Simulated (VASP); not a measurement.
NiO, 4 atoms in the cell. It takes space group Fm-3m (No. 225, cubic). The conventional cell has a = 4.177 Å, b = 4.177 Å, c = 4.177 Å, α = 90.00°, β = 90.00°, γ = 90.00°. Within 2.8 Å of Ni (site symmetry m-3m) lie 6 O at 2.09 Å. O (site symmetry m-3m) has 6 Ni at 2.09 Å within 2.8 Å. 

| Item | Value |
| --- | --- |
| Program | VASP 6.6.1 |
| Task | relaxation of cell and atoms |
| Functional | PBE |
| Potentials or basis | VASP PAW PBE potentials, release 64 (Ni, O) |
| Cutoff | 600 eV |
| k mesh | 6 × 6 × 6 |
| Occupations | gaussian, width 0.01 eV |
| Spin | collinear spin, antiferromagnetic start |
| Starting moments | [2.0, -2.0, 0.0, 0.0] μB |
| Hubbard terms | Ni d U = 6.0 eV |
| Dipole correction | no |
| Further INCAR settings | ALGO = Normal; EDIFF = 1e-06; IBRION = 2; EDIFFG = -0.003; NSW = 80; ISIF = 3 |

Potentials or basis: VASP PAW PBE potentials, release 64 (Ni, O).

The run is started by

```console
$ cat potpaw_PBE.64/Ni/POTCAR potpaw_PBE.64/O/POTCAR > POTCAR
$ mpirun -np 1 vasp_std > vasp.out
```

Hardware: 1 thread of Intel(R) Xeon(R) Platinum 8559C (Emerald Rapids), on a shared host.

Q: How long does it take, and how much memory?

A: It took 5.6 min on 1 thread of Intel(R) Xeon(R) Platinum 8559C (Emerald Rapids), on a shared host, peak memory 0.32 GiB. Counts: scf iterations 39, k points 32, ion steps 5.
